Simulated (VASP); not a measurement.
# Sc (I4_1/amd) in VASP: relaxation of cell and atoms with PBEsol

Aim: the relaxation of cell and atoms of Sc with PBEsol.

Program: VASP 6.6.1. These are calculated values, not measurements. Logs are shortened: lines on timing, memory, paths and dates and some standing lists are left out, and cuts for length are marked.

**1. The cell of the first run**

Symmetry: I4_1/amd, No. 141, tetragonal system. The conventional cell has a = 5.556 Å, b = 5.556 Å, c = 3.081 Å, α = 90.00°, β = 90.00°, γ = 90.00°. Sc (site symmetry -4m2) has 10 Sc at 2.88 to 3.61 Å within 3.8 Å.

**2. Relaxation of cell and atoms, PBEsol, target pressure -0.46 GPa, at which the enthalpy is minimised**

Contents of INCAR:

```
SYSTEM = Sc
PREC = Accurate
ENCUT = 600
EDIFF = 1E-7
ISMEAR = -1
SIGMA = 0.05
LREAL = .FALSE.
LASPH = .TRUE.
NELM = 60
ALGO = Normal
ISIF = 3
LWAVE = .FALSE.
LCHARG = .FALSE.
GGA = PS
IBRION = 2
NSW = 32
EDIFFG = -0.005
PSTRESS = -4.6000000000000005
```

Contents of KPOINTS:

```
Automatic mesh
0
G
  14 14 14
  0 0 0
```

Contents of POSCAR:

```
Sc
1.0
   -2.7781641332      2.7781641332      1.5404929100
    2.7781641332     -2.7781641332      1.5404929100
    2.7781641332      2.7781641332     -1.5404929100
Sc
2
Direct
   -0.3750000000     -0.1250000000     -0.2500000000
    0.3750000000      0.1250000000      0.2500000000
```

Potentials or basis: VASP PAW PBE potentials, release 64 (Sc_sv).

Started as:

```console
$ cat potpaw_PBE.64/Sc_sv/POTCAR > POTCAR
$ mpirun -np 1 vasp_std > vasp.out
```

OUTCAR:

```text
SYSTEM = Sc
   PREC = Accurate
   ENCUT = 600
   EDIFF = 1E-7
   ISMEAR = -1
   LREAL = .FALSE.
   LASPH = .TRUE.
   NELM = 60
   ISIF = 3
   GGA = PS
   IBRION = 2
   NSW = 32
   EDIFFG = -0.005
   PSTRESS = -4.6000000000000005

 ion  position               nearest neighbor table
   1  0.625  0.875  0.750-   2 2.88   2 2.88   2 2.88   2 2.88
   2  0.375  0.125  0.250-   1 2.88   1 2.88   1 2.88   1 2.88

  LATTYP: Found a body centered tetragonal cell.
 ALAT       =     5.5563282664
 C/A-ratio  =     0.5545003233

  Lattice vectors:

 A1 = (  -2.7781641332,   2.7781641332,   1.5404929100)
 A2 = (   2.7781641332,  -2.7781641332,   1.5404929100)
 A3 = (   2.7781641332,   2.7781641332,  -1.5404929100)

Analysis of symmetry for initial positions (statically):
=====================================================================
 Subroutine PRICEL returns:
 Original cell was already a primitive cell.

 Routine SETGRP: Setting up the symmetry group for a
 body centered tetragonal supercell.

 Subroutine GETGRP returns: Found 16 space group operations
 (whereof  4 operations were pure point group operations)
 out of a pool of 16 trial point group operations.

The static configuration has the point symmetry C_2h.
 The point group associated with its full space group is D_4h.

Analysis of symmetry for dynamics (positions and initial velocities):
=====================================================================
 Subroutine PRICEL returns:
 Original cell was already a primitive cell.

 Routine SETGRP: Setting up the symmetry group for a
 body centered tetragonal supercell.

 Subroutine GETGRP returns: Found 16 space group operations
 (whereof  4 operations were pure point group operations)
 out of a pool of 16 trial point group operations.

The dynamic configuration has the point symmetry C_2h.
 The point group associated with its full space group is D_4h.

 Subroutine INISYM returns: Found 16 space group operations
 (whereof  4 operations are pure point group operations),
 and found     1 'primitive' translations

----------------------------------------------------------------------------------------

                                     Primitive cell

  volume of cell :      47.5593

  direct lattice vectors                    reciprocal lattice vectors
    -2.778164133  2.778164133  1.540492910     0.000000000  0.179974968  0.324571439
     2.778164133 -2.778164133  1.540492910     0.179974968  0.000000000  0.324571439
     2.778164133  2.778164133 -1.540492910     0.179974968  0.179974968  0.000000000

  length of vectors
     4.220131551  4.220131551  4.220131551     0.371130176  0.371130176  0.254523040

  position of ions in fractional coordinates (direct lattice)
     0.625000000  0.875000000  0.750000000
     0.375000000  0.125000000  0.250000000

  ion indices of the primitive-cell ions
   primitive index   ion index
                 1           1
                 2           2

----------------------------------------------------------------------------------------

 KPOINTS: Automatic mesh

Automatic generation of k-mesh.
 Grid dimensions read from file:
 generate k-points for:   14   14   14

 Generating k-lattice:

  Cartesian coordinates                     Fractional coordinates (reciprocal lattice)
     0.000000000  0.012855355  0.023183674     0.071428571  0.000000000  0.000000000
     0.012855355  0.000000000  0.023183674     0.000000000  0.071428571  0.000000000
     0.012855355  0.012855355  0.000000000     0.000000000  0.000000000  0.071428571

  Length of vectors
[... 61 lines left out ...]
   ISIF   =      3    stress and relaxation
   ISYM   =      2    0-nonsym 1-usesym 2-fastsym
   POTIM  = 0.5000    time-step for ionic-motion
   TEBEG  =    0.0;   TEEND  =   0.0 temperature during run
   PSTRESS=   -4.6 pullay stress
   NELECT =      22.0000    total number of electrons
   NUPDOWN=      -1.0000    fix difference up-down
   EMIN   =  10.00;   EMAX   =-10.00  energy-range for DOS
   EFERMI =   0.00;   METHOD = LEGACY
   ISMEAR =    -1;   SIGMA  =   0.05  broadening in eV -4-tet -1-fermi 0-gaus
   EFERMI_NEDOS =   21; number of points for ismear=-14 and -15
   IALGO  =     38    algorithm
   IMIX   =      4    mixing-type and parameters
     AMIX     =   0.40;   BMIX     =  1.00
     AMIX_MAG =   1.60;   BMIX_MAG =  1.00
  volume/ion in A,a.u.               =      23.78       160.47
  Fermi-wavevector in a.u.,A,eV,Ry     =   1.266107  2.392596 21.810521  1.603028
  Thomas-Fermi vector in A             =   2.399326
   LORBIT       =      0    0 simple, 1 ext, 2 COOP (PROOUT), +10 PAW based schemes
   GGA     = PS    functional components
   LHFCALC =     F    Hartree Fock is set to
   AEXX    =    0.0000 exact exchange contribution
   IVDW    =     0    specifies the selected vdW correction
   LEPSILON=     F    determine dielectric tensor
   LRPA    =     F    only Hartree local field effects (RPA)
 conjugate gradient relaxation of ions
 non-spin polarized calculation
  energy-cutoff  :      600.00
  volume of cell :       47.56
 maximum number of plane-waves:      1605
 NGX is ok and might be reduce to    36
   NGX = 17   NGY = 17   NGZ = 17

--------------------------------------- Ionic step        1  -------------------------------------------

 number of electron      21.9999999 magnetization

 Free energy of the ion-electron system (eV)
  ---------------------------------------------------
  ext. energy  EPLUGINS =         0.00000000
  ---------------------------------------------------
  free energy    TOTEN  =       -12.40516778 eV

  energy without entropy =      -12.36968947  energy(sigma->0) =      -12.38742863

------------------------ aborting loop because EDIFF is reached ----------------------------------------

  FORCE on cell =-STRESS in cart. coord.  units (eV):
  Direction    XX          YY          ZZ          XY          YZ          ZX
  --------------------------------------------------------------------------------------
  -------------------------------------------------------------------------------------
  Total       -0.1097064     -0.1097064     -0.1121904     -0.0000000     -0.0000000      0.0000000
  in kB       -3.6957871     -3.6957871     -3.7794681     -0.0000000     -0.0000000      0.0000000
  external PRESSURE =       0.8763192 kB  Pullay stress =      -4.6000000 kB

 VOLUME and BASIS-vectors are now :
 -----------------------------------------------------------------------------
  energy-cutoff  :      600.00
  volume of cell :       47.56
      direct lattice vectors                 reciprocal lattice vectors
    -2.778164133  2.778164133  1.540492910     0.000000000  0.179974968  0.324571439
     2.778164133 -2.778164133  1.540492910     0.179974968  0.000000000  0.324571439
     2.778164133  2.778164133 -1.540492910     0.179974968  0.179974968  0.000000000

 POSITION                                       TOTAL-FORCE (eV/Angst)
 -----------------------------------------------------------------------------------
      2.77816      1.38908      1.15537        -0.000000     -0.000000     -0.000000
      0.00000      1.38908      0.38512         0.000000      0.000000      0.000000
 -----------------------------------------------------------------------------------
    total drift:                               -0.000000     -0.000000      0.000000

  FREE ENERGIE OF THE ION-ELECTRON SYSTEM (eV)
  ---------------------------------------------------
  free  energy   TOTEN  =       -12.4051677825 eV

  energy  without entropy=      -12.3696894682  energy(sigma->0) =      -12.38742863

  enthalpy is  TOTEN    =       -12.5417149655 eV   P V=       -0.1365471829

--------------------------------------- Ionic step        2  -------------------------------------------

 number of electron      21.9999999 magnetization

 Free energy of the ion-electron system (eV)
  ---------------------------------------------------
  ext. energy  EPLUGINS =         0.00000000
  ---------------------------------------------------
  free energy    TOTEN  =       -12.40493649 eV

  energy without entropy =      -12.36939514  energy(sigma->0) =      -12.38716581

 E-fermi :   3.7620     XC(G=0): -10.1075

 val. band max:        3.7585876471   @ k =   0.1429   0.0714  -0.0000
 cond. band min:       3.7628287353   @ k =   0.1429   0.1429   0.1429
 fundamental gap:      0.0042410882
 Fermi energy:         3.7620442281

 k-point     1 :       0.0000    0.0000    0.0000
  band No.  band energies     occupation
      1     -45.5883      2.00000
      2     -45.4092      2.00000
      3     -24.5440      2.00000
      4     -24.5440      2.00000
      5     -24.0042      2.00000
      6     -24.0042      2.00000
      7     -23.9836      2.00000
      8     -23.9752      2.00000
      9      -1.3325      2.00000
     10       2.0690      2.00000
     11       3.6354      1.85280
     12       3.8514      0.28690
     13       4.5883      0.00000
     14       6.5574      0.00000
[... 401 lines left out ...]
      2     -45.4117      2.00000
      3     -24.5063      2.00000
      4     -24.4552      2.00000
      5     -24.3313      2.00000
      6     -24.2770      2.00000
      7     -24.0577      2.00000
      8     -23.9984      2.00000
      9       1.7886      2.00000
     10       2.7107      2.00000
     11       3.1962      1.99998
     12       4.2082      0.00027
     13       4.4751      0.00000
     14       5.0160      0.00000
     15       5.5104      0.00000

 [... further k-points ...]
[... 5 lines left out ...]
  --------------------------------------------------------------------------------------
  -------------------------------------------------------------------------------------
  Total       -0.1333854     -0.1333854     -0.1428066      0.0000000      0.0000000      0.0000000
  in kB       -4.4850383     -4.4850383     -4.8018222      0.0000000      0.0000000      0.0000000
  external PRESSURE =       0.0093671 kB  Pullay stress =      -4.6000000 kB

 VOLUME and BASIS-vectors are now :
 -----------------------------------------------------------------------------
  energy-cutoff  :      600.00
  volume of cell :       47.65
      direct lattice vectors                 reciprocal lattice vectors
    -2.779962817  2.779962817  1.541397978     0.000000000  0.179858521  0.324380859
     2.779962817 -2.779962817  1.541397978     0.179858521  0.000000000  0.324380859
     2.779962817  2.779962817 -1.541397978     0.179858521  0.179858521  0.000000000

 POSITION                                       TOTAL-FORCE (eV/Angst)
 -----------------------------------------------------------------------------------
      2.77996      1.38998      1.15605        -0.000000      0.000000     -0.000000
      0.00000      1.38998      0.38535         0.000000     -0.000000      0.000000
 -----------------------------------------------------------------------------------
    total drift:                               -0.000000     -0.000000      0.000000

  FREE ENERGIE OF THE ION-ELECTRON SYSTEM (eV)
  ---------------------------------------------------
  free  energy   TOTEN  =       -12.4049364889 eV

  energy  without entropy=      -12.3693951401  energy(sigma->0) =      -12.38716581

  enthalpy is  TOTEN    =       -12.5417408681 eV   P V=       -0.1368043792

 reached required accuracy - stopping structural energy minimisation
```

It took 7.7 min on 1 thread of Oxide Virtual Turin-like, shared host; peak memory 0.31 GiB.

Results:

| Item | Value |
| --- | --- |
| Free energy | -12.4049 eV |
| Relaxed volume | 23.82 Å³/atom |
| Relaxed cell | a = 4.223 Å, b = 4.223 Å, c = 4.223 Å, α = 97.66°, β = 97.66°, γ = 137.18° |
| Space group after relaxing (to 0.05 Å) | I4_1/amd (No. 141) |
| Energy change on relaxing (the enthalpy is what falls) | +0.1 meV/atom |
| Ionic steps | 2 |
| Pressure after relaxing | -0.5 GPa |
| Band gap on the k mesh | zero (band 11 reaches 4.07 eV, above the bottom of band 12 at 3.17 eV) |

The path:
```
step  energy change (eV)  largest force (eV/Å)  pressure (GPa)  volume (Å³)
   1              0.0000                0.0000           -0.37        47.56
   2              0.0002                0.0000           -0.46        47.65
```

Final structure:
```yaml
crystal:
  lattice:
    - [-2.77996, 2.77996, 1.54140]
    - [2.77996, -2.77996, 1.54140]
    - [2.77996, 2.77996, -1.54140]
  atoms:
    - { symbol: Sc, position: [0.62500, 0.87500, 0.75000] }
    - { symbol: Sc, position: [0.37500, 0.12500, 0.25000] }
```

Caveat: the cell is relaxed towards a set pressure, so the enthalpy falls and the energy may rise; the PAW data sets were made with another functional, which shifts forces and pressure a little.
